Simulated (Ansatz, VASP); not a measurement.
# Au in VASP and in Ansatz

```xyz
1
Lattice="2.6685 0.0000 0.0000 0.0000 2.6685 0.0000 0.0000 0.0000 2.6685" Properties=species:S:1:pos:R:3 pbc="T T T"
Au    0.0000    0.0000    0.0000
```

Alike in both runs: functional LDA; k mesh 16 × 16 × 16; occupations fermi-dirac, width 0.05 eV; no spin polarisation.

Ansatz relaxed the structure, and its values are those at the end. VASP's run is a single point on that final structure, the one shown.

```csv
,VASP,Ansatz
version,VASP 6.6.1,Ansatz 0.2.0
potentials or method,"VASP PAW LDA potentials, release 64 (Au)","PAW with Ansatz's default frozen-core files, scalar-relativistic"
plane-wave cutoff (eV),520,420
valence electrons in the cell,11,19
```

Ansatz gave:

| Quantity | Value |
| --- | --- |
| pressure (GPa) | 0.0 |

Task: What did VASP give for the same quantities?

Result: Pressure (GPa): 0.4.

LDA's correlation is that of Perdew and Zunger in VASP and of Perdew and Wang (1992) in Ansatz. VASP's potentials hold 11 valence electrons a cell and Ansatz's 19, so a difference there can come from the potentials and not from the codes.

Neither program's run includes spin-orbit coupling.
